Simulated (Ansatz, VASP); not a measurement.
Mg: VASP beside Ansatz

The input INCAR:

```
PREC = Accurate ; ENCUT = 630
EDIFF = 1E-6 ; ISMEAR = -1
SIGMA = 0.05 ; LREAL = False
LASPH = True ; NELM = 100
ALGO = Normal ; ISIF = 3
LWAVE = False ; LCHARG = False
GGA = PE ; IBRION = 2
NSW = 60 ; EDIFFG = -0.01
```

Contents of KPOINTS:

```
Automatic mesh
0
Gamma
  10 10 5
```

The input POSCAR:

```
Mg
1.0
    3.2093000000      0.0000000000      0.0000000000
   -1.6046500000      2.7793353284      0.0000000000
    0.0000000000      0.0000000000      5.2103000000
Mg
2
Direct
    0.6666666667      0.3333333333      0.7500000000
    0.3333333333      0.6666666667      0.2500000000
```

File input.yaml:

```yaml
crystal:
  lattice:
    - [3.2093, 0.0, 0.0]
    - [-1.60465, 2.7793353284, 0.0]
    - [0.0, 0.0, 5.2103]
  atoms:
    - { symbol: Mg, position: [0.6666666667, 0.3333333333, 0.75] }
    - { symbol: Mg, position: [0.3333333333, 0.6666666667, 0.25] }
hamiltonian:
  xc: pbe
  pseudopotentials: { kind: paw }
kpoints:
  mp_grid: { grid: [10, 10, 5] }
scf:
  occupations: { method: fermi_dirac, width: 0.05 }
output:
  forces: true
  stress: true
relax:
  f_tol: 0.01
  max_steps: 40
  cell: { stress_tol: 0.05 }
```

Alike in both runs: task relaxation of cell and atoms; functional PBE; k mesh 10 × 10 × 5; occupations fermi-dirac, width 0.05 eV; no spin polarisation.

|  | VASP | Ansatz |
| --- | --- | --- |
| version | VASP 6.6.1 | Ansatz 0.2.0 |
| potentials or method | VASP PAW PBE potentials, release 64 (Mg_GW) | Ansatz PAW |
| plane-wave cutoff (eV) | 630 | 420 |
| valence electrons in the cell | 4 | 20 |

|  | VASP | Ansatz | Ansatz less VASP |
| --- | --- | --- | --- |
| relaxed volume (Å³/atom) | 22.93 | 23.02 | +0.096 |
| relaxed cell length with the largest relative difference (Å) | 5.289 | 5.298 | +0.0083 |

VASP's potentials hold 4 valence electrons a cell and Ansatz's 20, so a difference there can come from the potentials and not from the codes.

Noted on Ansatz's run: the plane-wave basis is chosen anew once the cell has moved, so the energies of steps on either side of that aren't comparable.
